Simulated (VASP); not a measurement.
Wanted: the native input for a VASP 6.6.1 run.

```yaml
Task: single point
Functional: PBEsol
Potentials_or_basis: VASP PAW PBE potentials, release 64 (Al, Ga_d, N)
Cutoff: 520 eV
k_mesh: 8 × 8 × 4
Occupations: gaussian, width 0.02 eV
Spin: no spin polarisation
Dipole_correction: no
Further_INCAR_settings: ALGO = Normal; EDIFF = 1e-07; NBANDS = 46
```

The structure of Al2GaN3 lies in POSCAR:

```
Al2GaN3
1.0
    5.7432091051     -1.5678776039      0.0009115860
    5.7432091051      1.5678776039      0.0009115860
   -1.8962130095      0.0000000000      7.1753491495
Al Ga N
4 2 6
Direct
    0.9442094829      0.9442094829      0.3892317946
    0.8889313903      0.8889313903      0.7767015034
    0.2231418107      0.2231418107      0.4445132115
    0.5540491769      0.5540491769      0.1130296850
    0.2770821303      0.2770821303      0.0576223522
    0.6096504594      0.6096504594      0.7217877029
    0.1476133209      0.1476133209      0.1850004131
    0.4816489577      0.4816489577      0.8524466909
    0.8183309530      0.8183309530      0.5150587639
    0.7644028745      0.7644028745      0.9017209729
    0.0952971029      0.0952971029      0.5647077555
    0.4310073403      0.4310073403      0.2429801442
```

One way to write it, as run:

INCAR

```
PREC = Accurate
ENCUT = 520
EDIFF = 1E-7
ISMEAR = 0
SIGMA = 0.02
LREAL = False
LASPH = True
NELM = 100
ALGO = Normal
ISIF = 2
LWAVE = False
LCHARG = False
GGA = PS
NBANDS = 46
```

KPOINTS

```
regular mesh
0
Gamma
  8 8 4
```

Potentials or basis: VASP PAW PBE potentials, release 64 (Al, Ga_d, N).

Launch:

```bash
$ cat potpaw_PBE.64/Al/POTCAR potpaw_PBE.64/Ga_d/POTCAR potpaw_PBE.64/N/POTCAR > POTCAR
$ mpirun -np 1 vasp_std > vasp.out
```

Results of the run:

```json
{"Pressure": "-0.1 GPa", "Largest force": "0.016 eV/Å", "Band gap on the k mesh": "3.27 eV"}
```

Caveat: the PAW data sets were made with another functional, which shifts forces and pressure a little.

Wall time 11 min on 1 thread of AMD EPYC 9R45 96-Core Processor (Zen 5) (shared host), peak memory 0.56 GiB.
